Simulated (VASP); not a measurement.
# BeS (F-43m) in VASP: notebook, part 2 of 2

VASP 6.6.1. Earlier steps stand in the parts before.

## Step 4: Single point, PBE (strain +3.0%)

INCAR reads:

```
PREC     = Accurate       # precision mode
ENCUT    = 520            # plane-wave cutoff, eV
EDIFF    = 1E-6           # SCF threshold, eV
ISMEAR   = 0              # smearing method
SIGMA    = 0.01           # smearing width, eV
LREAL    = False          # projectors in reciprocal space
LASPH    = True           # aspherical terms in the spheres
NELM     = 100            # most SCF steps
ALGO     = Normal         # electronic algorithm
ISIF     = 2              # what is computed and relaxed
LWAVE    = False          # write WAVECAR
LCHARG   = False          # write CHGCAR
GGA      = PE             # functional
NBANDS   = 11             # bands
```

KPOINTS reads:

```
Automatic mesh
0
Gamma
  6 6 6
```

POSCAR reads:

```
BeS
1.0
    0.0000000000      2.5073354173      2.5073354173
    2.5073354173      0.0000000000      2.5073354173
    2.5073354173      2.5073354173      0.0000000000
Be S
1 1
Direct
    0.0000000000      0.0000000000      0.0000000000
    0.2500000000      0.2500000000      0.2500000000
```

Potentials or basis: VASP PAW PBE potentials, release 64 (Be, S).

The run is started by

```bash
$ cat potpaw_PBE.64/Be/POTCAR potpaw_PBE.64/S/POTCAR > POTCAR
$ mpirun -np 1 vasp_std > vasp.out
```

OUTCAR:

```text
PREC = Accurate
   ENCUT = 520
   EDIFF = 1E-6
   ISMEAR = 0
   LREAL = False
   LASPH = True
   NELM = 100
   ISIF = 2
   GGA = PE

 ion  position               nearest neighbor table
   1  0.000  0.000  0.000-   2 2.17   2 2.17   2 2.17   2 2.17
   2  0.250  0.250  0.250-   1 2.17   1 2.17   1 2.17   1 2.17

  LATTYP: Found a face centered cubic cell.
 ALAT       =     5.0146708346

  Lattice vectors:

 A1 = (   0.0000000000,   2.5073354173,   2.5073354173)
 A2 = (   2.5073354173,   0.0000000000,   2.5073354173)
 A3 = (   2.5073354173,   2.5073354173,   0.0000000000)

Analysis of symmetry for initial positions (statically):
=====================================================================
 Subroutine PRICEL returns:
 Original cell was already a primitive cell.

 Routine SETGRP: Setting up the symmetry group for a
 face centered cubic supercell.

 Subroutine GETGRP returns: Found 24 space group operations
 (whereof 24 operations were pure point group operations)
 out of a pool of 48 trial point group operations.

The static configuration has the point symmetry T_d .

[... 161 lines left out ...]
      1      -9.8679      2.00000
      2       3.1922      2.00000
      3       3.1922      2.00000
      4       3.1922      2.00000
      5       8.2605      0.00000
      6       8.8800      0.00000
      7       8.8800      0.00000
      8       8.8800      0.00000
      9      15.8027      0.00000
     10      15.8027      0.00000
     11      17.2921      0.00000
[... 197 lines left out ...]
 k-point    16 :      -0.3333    0.5000    0.1667
  band No.  band energies     occupation
      1      -8.0372      2.00000
      2      -0.9658      2.00000
      3       0.1852      2.00000
      4       0.4232      2.00000
      5       8.3389      0.00000
      6       9.7789      0.00000
      7      12.7040      0.00000
      8      13.1757      0.00000
      9      16.6453      0.00000
     10      17.1229      0.00000
     11      19.4435      0.00000

------------------------ aborting loop because EDIFF is reached ----------------------------------------

  FORCE on cell =-STRESS in cart. coord.  units (eV):
  Direction    XX          YY          ZZ          XY          YZ          ZX
  --------------------------------------------------------------------------------------
  -------------------------------------------------------------------------------------
  Total       -1.3030774     -1.3030774     -1.3030774     -0.0000000     -0.0000000      0.0000000
  in kB      -66.2237068    -66.2237068    -66.2237068     -0.0000000     -0.0000000      0.0000000
  external PRESSURE =     -66.2237068 kB  Pullay stress =       0.0000000 kB

 VOLUME and BASIS-vectors are now :
 -----------------------------------------------------------------------------
  energy-cutoff  :      520.00
  volume of cell :       31.53
      direct lattice vectors                 reciprocal lattice vectors
     0.000000000  2.507335417  2.507335417    -0.199414883  0.199414883  0.199414883
     2.507335417  0.000000000  2.507335417     0.199414883 -0.199414883  0.199414883
     2.507335417  2.507335417  0.000000000     0.199414883  0.199414883 -0.199414883

 POSITION                                       TOTAL-FORCE (eV/Angst)
 -----------------------------------------------------------------------------------
      0.00000      0.00000      0.00000         0.000000     -0.000000     -0.000000
      1.25367      1.25367      1.25367        -0.000000      0.000000      0.000000
 -----------------------------------------------------------------------------------
    total drift:                                0.000000      0.000000      0.000000

  FREE ENERGIE OF THE ION-ELECTRON SYSTEM (eV)
  ---------------------------------------------------
  free  energy   TOTEN  =        -9.9555288071 eV

  energy  without entropy=       -9.9555288071  energy(sigma->0) =       -9.95552881
```

It took 9 s on 1 thread of AMD EPYC 7R43 (Zen 3), shared host; peak memory 0.11 GiB.

Results:

```yaml
Free_energy: -9.9555 eV
Pressure: -6.6 GPa
Band_gap_on_the_k_mesh: 3.31 eV, indirect (least direct gap 5.07 eV)
```

Caveat: the cell differs from its parent crystal (strain +3.0%). A k mesh can miss the band edges.

## Step 5: Single point, PBE (strain +4.0%)

INCAR reads:

```
SYSTEM = BeS
  ALGO = Normal
  EDIFF = 1E-6
  ENCUT = 520
  GGA = PE
  ISIF = 2
  ISMEAR = 0
  LASPH = .TRUE.
  LCHARG = .FALSE.
  LREAL = .FALSE.
  LWAVE = .FALSE.
  NBANDS = 11
  NELM = 100
  PREC = Accurate
  SIGMA = 0.01
```

KPOINTS reads:

```
k-points
0
G
  6 6 6
  0 0 0
```

POSCAR reads:

```
BeS
1.0
    0.0000000000      2.5316784796      2.5316784796
    2.5316784796      0.0000000000      2.5316784796
    2.5316784796      2.5316784796      0.0000000000
Be S
1 1
Direct
    0.0000000000      0.0000000000      0.0000000000
    0.2500000000      0.2500000000      0.2500000000
```

The run is started by

```bash
$ cat potpaw_PBE.64/Be/POTCAR potpaw_PBE.64/S/POTCAR > POTCAR
$ mpirun -np 1 vasp_std > vasp.out
```

Run time: 9 s. Hardware: 1 thread of AMD EPYC 7R43 (Zen 3), shared host; peak memory 0.11 GiB.

The run converged. Its results:

```
Free energy            : -9.9120 eV
Pressure               : -8.4 GPa
Band gap on the k mesh : 3.36 eV, indirect (least direct gap 4.84 eV)
```

Levels at points of the mesh, in eV from the valence-band top:
```csv
k point,band 1,band 2,band 3,band 4,band 5,band 6,band 7,band 8,band 9
"(0.00, 0.00, 0.00)",-12.89,0.00,0.00,0.00,4.84,5.69,5.69,5.69,12.55
"(0.50, 0.00, 0.00)",-11.61,-5.01,-0.87,-0.87,5.00,6.55,6.55,10.54,14.10
"(0.50, 0.50, 0.00)",-11.18,-4.40,-2.23,-2.23,3.36,4.98,11.74,11.74,13.95
```

Caveat: the cell differs from its parent crystal (strain +4.0%). A k mesh can miss the band edges.

## Step 6: Single point, PBE (strain -4.0%)

INCAR reads:

```
PREC     = Accurate       # precision mode
ENCUT    = 520            # plane-wave cutoff, eV
EDIFF    = 1E-6           # SCF threshold, eV
ISMEAR   = -1             # smearing method
SIGMA    = 0.02           # smearing width, eV
LREAL    = False          # projectors in reciprocal space
LASPH    = True           # aspherical terms in the spheres
NELM     = 100            # most SCF steps
ALGO     = Normal         # electronic algorithm
ISIF     = 2              # what is computed and relaxed
LWAVE    = False          # write WAVECAR
LCHARG   = False          # write CHGCAR
GGA      = PE             # functional
NBANDS   = 11             # bands
```

KPOINTS reads:

```
regular mesh
0
Gamma
  10 10 10
```

POSCAR reads:

```
BeS
1.0
    0.0000000000      2.3369339811      2.3369339811
    2.3369339811      0.0000000000      2.3369339811
    2.3369339811      2.3369339811      0.0000000000
Be S
1 1
Direct
    0.0000000000      0.0000000000      0.0000000000
    0.2500000000      0.2500000000      0.2500000000
```

Potentials or basis: VASP PAW PBE potentials, release 64 (Be, S).

The run is started by

```bash
$ cat potpaw_PBE.64/Be/POTCAR potpaw_PBE.64/S/POTCAR > POTCAR
$ mpirun -np 1 vasp_std > vasp.out
```

It took 20 s on 1 thread of AMD EPYC 7R43 (Zen 3), shared host; peak memory 0.11 GiB.

It converged, with:

```
Free energy            : -9.8661 eV
Pressure               : 15.0 GPa
Band gap on the k mesh : 2.83 eV, indirect (least direct gap 5.59 eV)
```

Levels at points of the mesh, in eV from the valence-band top:
```csv
k point,band 1,band 2,band 3,band 4,band 5,band 6,band 7,band 8,band 9
"(0.00, 0.00, 0.00)",-14.49,0.00,0.00,0.00,5.59,5.59,5.59,6.87,13.02
"(0.50, 0.00, 0.00)",-12.56,-6.55,-1.20,-1.20,5.88,6.51,6.51,11.70,15.45
"(0.50, 0.50, 0.00)",-11.90,-5.62,-3.05,-3.05,2.83,4.79,13.68,13.68,16.88
```

Caveat: the cell differs from its parent crystal (strain -4.0%).

## Step 7: Summary

| cell | k mesh | smearing | gap on the mesh (eV) | pressure (GPa) |
| --- | --- | --- | --- | --- |
| a = 3.477 Å, angles 60.0°, 2 atoms | 6 × 6 × 6 | gaussian 0.01 eV | 3.20 | -2.2 |
| a = 3.511 Å, angles 60.0°, 2 atoms | 6 × 6 × 6 | gaussian 0.01 eV | 3.26 | -4.5 |
| a = 3.546 Å, angles 60.0°, 2 atoms | 6 × 6 × 6 | gaussian 0.01 eV | 3.31 | -6.6 |
| a = 3.580 Å, angles 60.0°, 2 atoms | 6 × 6 × 6 | gaussian 0.01 eV | 3.36 | -8.4 |
| a = 3.305 Å, angles 60.0°, 2 atoms | 10 × 10 × 10 | fermi-dirac 0.02 eV | 2.83 | 15.0 |

Alike in all rows: task single point; level PBE; potentials or basis VASP PAW PBE potentials, release 64 (Be, S); no spin polarisation; cutoff (eV) 520.

Total energies depend on the potentials used, so only differences within one code and one set of settings carry meaning.
